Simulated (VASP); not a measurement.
# Si4O7 (a cell with a defect) in VASP: notebook

The runs below take Si4O7 (a cell with a defect) through single point, with PBE.

Everything below comes from runs of VASP 6.6.1. Logs are shortened: lines on timing, memory, paths and dates and some standing lists are left out, and cuts for length are marked.

## Step 1: The cell of the first run

The cell holds a defect, 11 atoms: a = 5.080 Å, b = 5.080 Å, c = 7.091 Å, α = 90.00°, β = 90.00°, γ = 90.00°.

## Step 2: Single point, PBE (atom 9 moved -0.125 of the way to it and +0.675 Å across, host rigid)

The input, INCAR:

```
PREC = Accurate ; ENCUT = 520
EDIFF = 1E-7 ; ISMEAR = 0
SIGMA = 0.05 ; LREAL = False
LASPH = True ; NELM = 60
ALGO = Normal ; ISIF = 2
LWAVE = False ; LCHARG = False
GGA = PE ; NBANDS = 40
```

The input, KPOINTS:

```
regular mesh
0
Gamma
  4 4 4
```

The input, POSCAR:

```
Si4O7
1.0
    5.0799801732      0.0000000000      0.0000000000
    0.0000000000      5.0799801732      0.0000000000
    0.0000000000      0.0000000000      7.0914769300
Si O
4 7
Direct
    0.2944292339      0.2944292339      0.0000000000
    0.2055707661      0.7944292339      0.2500000000
    0.7055707661      0.7055707661      0.5000000000
    0.7944292339      0.2055707661      0.7500000000
    0.4053663613      0.7409644515      0.4248320116
    0.7590355485      0.9053663613      0.6748320116
    0.5946336387      0.2590355485      0.9248320116
    0.7409644515      0.4053663613      0.5751679884
    0.7905589468      0.8184346848      0.3765976159
    0.2590355485      0.5946336387      0.0751679884
    0.0946336387      0.2409644515      0.8251679884
```

Potentials or basis: VASP PAW PBE potentials, release 64 (Si, O).

Command:

```bash
> cat potpaw_PBE.64/Si/POTCAR potpaw_PBE.64/O/POTCAR > POTCAR
> mpirun -np 1 vasp_std > vasp.out
```

OUTCAR:

```text
PREC = Accurate
   ENCUT = 520
   EDIFF = 1E-7
   ISMEAR = 0
   LREAL = False
   LASPH = True
   NELM = 60
   ISIF = 2
   GGA = PE

 ion  position               nearest neighbor table
   1  0.294  0.294  0.000-  11 1.63  10 1.63   7 1.63   4 3.13   2 3.13   2 3.13   4 3.13
   2  0.206  0.794  0.250-   5 1.63  10 1.63   9 2.29   3 3.13   1 3.13   1 3.13   3 3.13
   3  0.706  0.706  0.500-   9 1.13   6 1.63   8 1.63   5 1.63   2 3.13   4 3.13   4 3.13   2 3.13

   4  0.794  0.206  0.750-   7 1.63   8 1.63   6 1.63  11 1.63   1 3.13   3 3.13   3 3.13   1 3.13

   5  0.405  0.741  0.425-   2 1.63   3 1.63
   6  0.759  0.905  0.675-   3 1.63   4 1.63
   7  0.595  0.259  0.925-   4 1.63   1 1.63
   8  0.741  0.405  0.575-   4 1.63   3 1.63
   9  0.791  0.818  0.377-   3 1.13   2 2.29
  10  0.259  0.595  0.075-   2 1.63   1 1.63
  11  0.095  0.241  0.825-   1 1.63   4 1.63

 -----------------------------------------------------------------------------
|                                                                             |
|           W    W    AA    RRRRR   N    N  II  N    N   GGGG   !!!           |
|           W    W   A  A   R    R  NN   N  II  NN   N  G    G  !!!           |
|           W    W  A    A  R    R  N N  N  II  N N  N  G       !!!           |
|           W WW W  AAAAAA  RRRRR   N  N N  II  N  N N  G  GGG   !            |
|           WW  WW  A    A  R   R   N   NN  II  N   NN  G    G                |
|           W    W  A    A  R    R  N    N  II  N    N   GGGG   !!!           |
|                                                                             |
|     The distance between some ions is very small. Please check the          |
|     nearest-neighbor list in the OUTCAR file.                               |
|     I HOPE YOU KNOW WHAT YOU ARE DOING!                                     |
|                                                                             |
 -----------------------------------------------------------------------------

  LATTYP: Found a simple tetragonal cell.
 ALAT       =     5.0799801732
 C/A-ratio  =     1.3959654739

  Lattice vectors:

 A1 = (   5.0799801732,   0.0000000000,   0.0000000000)
 A2 = (   0.0000000000,   5.0799801732,   0.0000000000)
 A3 = (   0.0000000000,   0.0000000000,   7.0914769300)

Analysis of symmetry for initial positions (statically):
=====================================================================
 Subroutine PRICEL returns:
 Original cell was already a primitive cell.

 Routine SETGRP: Setting up the symmetry group for a
 simple tetragonal supercell.

 Subroutine GETGRP returns: Found  1 space group operations
 (whereof  1 operations were pure point group operations)
 out of a pool of 16 trial point group operations.

The static configuration has the point symmetry C_1 .

Analysis of symmetry for dynamics (positions and initial velocities):
=====================================================================
 Subroutine PRICEL returns:
 Original cell was already a primitive cell.

 Routine SETGRP: Setting up the symmetry group for a
 simple tetragonal supercell.

 Subroutine GETGRP returns: Found  1 space group operations
 (whereof  1 operations were pure point group operations)
 out of a pool of 16 trial point group operations.

The dynamic configuration has the point symmetry C_1 .

 Subroutine INISYM returns: Found  1 space group operations
 (whereof  1 operations are pure point group operations),
 and found     1 'primitive' translations

----------------------------------------------------------------------------------------

                                     Primitive cell

  volume of cell :     183.0041

  direct lattice vectors                    reciprocal lattice vectors
     5.079980173  0.000000000  0.000000000     0.196851162  0.000000000  0.000000000
     0.000000000  5.079980173  0.000000000     0.000000000  0.196851162  0.000000000
     0.000000000  0.000000000  7.091476930     0.000000000  0.000000000  0.141014349

  length of vectors
     5.079980173  5.079980173  7.091476930     0.196851162  0.196851162  0.141014349

  position of ions in fractional coordinates (direct lattice)
     0.294429234  0.294429234  0.000000000
     0.205570766  0.794429234  0.250000000
     0.705570766  0.705570766  0.500000000
[... 35 lines left out ...]
     0.000000000  0.049212790  0.000000000     0.000000000  0.250000000  0.000000000
     0.000000000  0.000000000  0.035253587     0.000000000  0.000000000  0.250000000

  Length of vectors
     0.049212790  0.049212790  0.035253587

  Shift w.r.t. Gamma in fractional coordinates (k-lattice)
     0.000000000  0.000000000  0.000000000

 Subroutine IBZKPT returns following result:
 ===========================================

 Found     36 irreducible k-points:

 Following reciprocal coordinates:
            Coordinates               Weight
  0.000000  0.000000  0.000000      1.000000
  0.250000  0.000000  0.000000      2.000000
  0.000000  0.250000  0.000000      2.000000
  0.500000  0.000000  0.000000      1.000000
  0.000000  0.500000  0.000000      1.000000
  0.250000  0.250000  0.000000      2.000000
[... 16 lines left out ...]
 -0.250000  0.500000  0.250000      2.000000
  0.500000 -0.250000  0.250000      2.000000
 [... further k-points ...]
   k-points           NKPTS =     36   k-points in BZ     NKDIM =     36   number of bands    NBANDS=     40
   number of dos      NEDOS =    301   number of ions     NIONS =     11
   total plane-waves  NPLWV =  86400
   dimension x,y,z NGX =    40 NGY =   40 NGZ =   54
   dimension x,y,z NGXF=    80 NGYF=   80 NGZF=  108
   ions per type =               4   7
   NGX,Y,Z   is equivalent  to a cutoff of  13.09, 13.09, 12.66 a.u.
   NGXF,Y,Z  is equivalent  to a cutoff of  26.18, 26.18, 25.32 a.u.
 SYSTEM =  unknown system
   PREC   = accura    normal or accurate (medium, high low for compatibility)
   ISTART =      0    job   : 0-new  1-cont  2-samecut
   ICHARG =      2    charge: 1-file 2-atom 10-const
   ISPIN  =      1    spin polarized calculation?
   LNONCOLLINEAR =      F non collinear calculations
   LSORBIT =      F    spin-orbit coupling
   LASPH  =      T    aspherical Exc in radial PAW
   ENCUT  =  520.0 eV  38.22 Ry    6.18 a.u.   9.45  9.45 13.19*2*pi/ulx,y,z
   NELM   =     60;   NELMIN=  2; NELMDL= -5     # of ELM steps
   EDIFF  = 0.1E-06   stopping-criterion for ELM
   LREAL  =      F    real-space projection
   EDIFFG = 0.1E-05   stopping-criterion for IOM
   NSW    =      0    number of steps for IOM
   IBRION =     -1    ionic relax: 0-MD 1-quasi-New 2-CG
   NFREE  =      0    steps in history (QN), initial steepest desc. (CG)
   ISIF   =      2    stress and relaxation
   ISYM   =      2    0-nonsym 1-usesym 2-fastsym
   POTIM  = 0.5000    time-step for ionic-motion
   TEBEG  =    0.0;   TEEND  =   0.0 temperature during run
   PSTRESS=    0.0 pullay stress
   NELECT =      58.0000    total number of electrons
   NUPDOWN=      -1.0000    fix difference up-down
   EMIN   =  10.00;   EMAX   =-10.00  energy-range for DOS
   EFERMI =   0.00;   METHOD = LEGACY
   ISMEAR =     0;   SIGMA  =   0.05  broadening in eV -4-tet -1-fermi 0-gaus
   EFERMI_NEDOS =   21; number of points for ismear=-14 and -15
   IALGO  =     38    algorithm
   IMIX   =      4    mixing-type and parameters
     AMIX     =   0.40;   BMIX     =  1.00
     AMIX_MAG =   1.60;   BMIX_MAG =  1.00
  volume/ion in A,a.u.               =      16.64       112.27
  Fermi-wavevector in a.u.,A,eV,Ry     =   1.116171  2.109257 16.950639  1.245837
  Thomas-Fermi vector in A             =   2.252782
   LORBIT       =      0    0 simple, 1 ext, 2 COOP (PROOUT), +10 PAW based schemes
   GGA     = PE    functional components
   LHFCALC =     F    Hartree Fock is set to
   AEXX    =    0.0000 exact exchange contribution
   IVDW    =     0    specifies the selected vdW correction
   LEPSILON=     F    determine dielectric tensor
   LRPA    =     F    only Hartree local field effects (RPA)
 non-spin polarized calculation
 Gauss-broadening in eV      SIGMA  =   0.05
  energy-cutoff  :      520.00
  volume of cell :      183.00
 maximum number of plane-waves:      4954
 NGX is ok and might be reduce to    40
   NGX = 19   NGY = 19   NGZ = 27

 number of electron      57.9999987 magnetization

 Free energy of the ion-electron system (eV)
  ---------------------------------------------------
  ext. energy  EPLUGINS =         0.00000000
  ---------------------------------------------------
  free energy    TOTEN  =       -70.16648373 eV

  energy without entropy =      -70.16648373  energy(sigma->0) =      -70.16648373

 E-fermi :   1.1314     XC(G=0):  -7.8754

 val. band max:        0.8444396026   @ k =   0.0000   0.5000   0.0000
 cond. band min:       2.8051729870   @ k =   0.0000   0.5000   0.0000
 fundamental gap:      1.9607333844
 Fermi energy:         1.1313870584

 k-point     1 :       0.0000    0.0000    0.0000
  band No.  band energies     occupation
      1     -19.9533      2.00000
      2     -19.4737      2.00000
      3     -19.0849      2.00000
      4     -18.1216      2.00000
      5     -17.9544      2.00000
      6     -17.4257      2.00000
[... 1021 lines left out ...]
     39       9.7612      0.00000
     40      10.0022      0.00000

 [... further k-points ...]

------------------------ aborting loop because EDIFF is reached ----------------------------------------

  FORCE on cell =-STRESS in cart. coord.  units (eV):
  Direction    XX          YY          ZZ          XY          YZ          ZX
  --------------------------------------------------------------------------------------
  -------------------------------------------------------------------------------------
  Total       15.0648326     14.5082056     45.6452973     14.9206743    -22.7613477    -21.8692590
  in kB      131.8906974    127.0174982    399.6187838    130.6286091   -199.2727098   -191.4625862
  external PRESSURE =     219.5089931 kB  Pullay stress =       0.0000000 kB

 VOLUME and BASIS-vectors are now :
 -----------------------------------------------------------------------------
  energy-cutoff  :      520.00
  volume of cell :      183.00
      direct lattice vectors                 reciprocal lattice vectors
     5.079980173  0.000000000  0.000000000     0.196851162  0.000000000  0.000000000
     0.000000000  5.079980173  0.000000000     0.000000000  0.196851162  0.000000000
     0.000000000  0.000000000  7.091476930     0.000000000  0.000000000  0.141014349

 POSITION                                       TOTAL-FORCE (eV/Angst)
 -----------------------------------------------------------------------------------
      1.49569      1.49569      0.00000        -0.109352     -2.108858      0.056828
      1.04430      4.03568      1.77287         0.110561      2.875969      0.783671
      3.58429      3.58429      3.54574       -24.113107    -29.537693     48.495875
      4.03568      1.04430      5.31861        -0.264659     -1.361278     -1.084043
      2.05925      3.76408      3.01269        -6.247540     -0.879966     -0.247931
      3.85589      4.59924      4.78556        -0.259593      0.919299      3.395509
      3.02073      1.31590      6.55842        -0.426005      0.315547      0.698370
      3.76408      2.05925      4.07879         0.197131     -0.194298      0.100858
      4.01602      4.15763      2.67063        31.379456     30.057201    -53.058030
      1.31590      3.02073      0.53305        -0.597948     -0.294389      0.475879
      0.48074      1.22409      5.85166         0.331057      0.208464      0.383013
 -----------------------------------------------------------------------------------
    total drift:                               -0.000167     -0.000526     -0.000232

  FREE ENERGIE OF THE ION-ELECTRON SYSTEM (eV)
  ---------------------------------------------------
  free  energy   TOTEN  =       -70.1664837344 eV

  energy  without entropy=      -70.1664837344  energy(sigma->0) =      -70.16648373
```

It took 9.1 min on 1 thread of AMD EPYC 7R13, shared host; peak memory 0.35 GiB.

Results:

| Property | Result |
| --- | --- |
| Free energy | -70.1665 eV |
| Pressure | 22.0 GPa |
| Largest force | 68.580 eV/Å |
| Band gap on the k mesh | 1.96 eV |

Forces in eV/Å, atoms in the order of the input:
```
Si   -0.109  -2.109   0.057
Si    0.111   2.876   0.784
Si  -24.113 -29.538  48.496
Si   -0.265  -1.361  -1.084
O    -6.248  -0.880  -0.248
O    -0.260   0.919   3.396
O    -0.426   0.316   0.698
O     0.197  -0.194   0.101
O    31.379  30.057 -53.058
O    -0.598  -0.294   0.476
O     0.331   0.208   0.383
```

Levels at points of the mesh, in eV from the valence-band top:
```
           k point  band 27  band 28  band 29  band 30  band 31  band 32
(0.00, 0.00, 0.00)    -1.41    -0.82    -0.60     2.38     4.54     5.55
(0.50, 0.00, 0.00)    -1.48    -0.91    -0.82     2.77     4.95     5.63
(0.00, 0.50, 0.00)    -1.63    -0.80     0.00     1.96     4.48     5.21
(0.50, 0.50, 0.00)    -1.66    -0.99    -0.17     2.29     4.85     5.19
(0.00, 0.00, 0.50)    -1.42    -0.89    -0.50     2.29     4.64     5.14
(0.50, 0.00, 0.50)    -1.42    -0.98    -0.89     2.80     5.06     5.77
(0.00, 0.50, 0.50)    -1.55    -0.83    -0.06     2.03     4.44     5.19
(0.50, 0.50, 0.50)    -1.72    -1.00    -0.11     2.27     4.79     5.39
```

Caveat: the cell differs from its parent crystal (atom 9 moved -0.125 of the way to it and +0.675 Å across, host rigid).

## Step 3: Single point, PBE (atom 9 moved 0.875 of the way to it and +0.675 Å across, host rigid)

The input, INCAR:

```
SYSTEM = Si4O7
ALGO = Normal
EDIFF = 1E-6
ENCUT = 520
GGA = PE
ISIF = 2
ISMEAR = 0
LASPH = .True.
LCHARG = .False.
LREAL = .False.
LWAVE = .False.
NBANDS = 40
NELM = 100
PREC = Accurate
SIGMA = 0.05
```

The input, KPOINTS:

```
k-points
0
Gamma
  4 4 4
  0 0 0
```

Changes to POSCAR since step 2:

```diff
@@ -16,3 +16,3 @@
     0.7409644515      0.4053663613      0.5751679884
-    0.7905589468      0.8184346848      0.3765976159
+    1.1261570370      1.1540327751      0.2262616392
     0.2590355485      0.5946336387      0.0751679884
```

Potentials or basis: VASP PAW PBE potentials, release 64 (Si, O).

Command:

```bash
> cat potpaw_PBE.64/Si/POTCAR potpaw_PBE.64/O/POTCAR > POTCAR
> mpirun -np 1 vasp_std > vasp.out
```

Run time: 8.8 min. Hardware: 1 thread of AMD EPYC 7R13, shared host; peak memory 0.35 GiB.

The run converged. Its results:

* Free energy: -81.6105 eV
* Pressure: -4.4 GPa
* Largest force: 5.807 eV/Å
* Band gap on the k mesh: 1.96 eV

Forces in eV/Å, atoms in the order of the input:
```
Si  -2.125 -0.312  2.292
Si  -4.013  1.960  2.200
Si   2.687  0.205 -1.859
Si   0.197 -0.290 -0.811
O   -0.025  0.296 -0.394
O   -0.135  0.363  0.705
O   -0.809 -0.256  0.943
O   -0.223 -0.481  0.624
O    3.592 -2.889 -3.531
O    0.483  1.527 -0.397
O    0.371 -0.123  0.228
```

Stress tensor (GPa, compression positive):
```
-4.79  0.33  5.80
 0.33 -3.35  1.31
 5.80  1.31 -5.07
```

Levels at points of the mesh, in eV from the valence-band top:
```
           k point  band 27  band 28  band 29  band 30  band 31  band 32
(0.00, 0.00, 0.00)    -3.14    -2.54    -1.19     2.18     3.42     4.80
(0.50, 0.00, 0.00)    -3.14    -2.62    -0.13     1.99     3.24     4.72
(0.00, 0.50, 0.00)    -3.48    -2.67    -0.86     2.54     3.41     4.23
(0.50, 0.50, 0.00)    -3.38    -2.61    -0.05     2.65     3.18     4.28
(0.00, 0.00, 0.50)    -3.16    -2.63    -0.94     1.96     3.58     4.37
(0.50, 0.00, 0.50)    -3.20    -2.55    -0.23     2.16     3.12     4.66
(0.00, 0.50, 0.50)    -3.27    -2.62    -0.93     2.75     3.39     4.40
(0.50, 0.50, 0.50)    -3.39    -2.66     0.00     2.61     3.15     4.34
```

Caveat: the cell differs from its parent crystal (atom 9 moved 0.875 of the way to it and +0.675 Å across, host rigid).
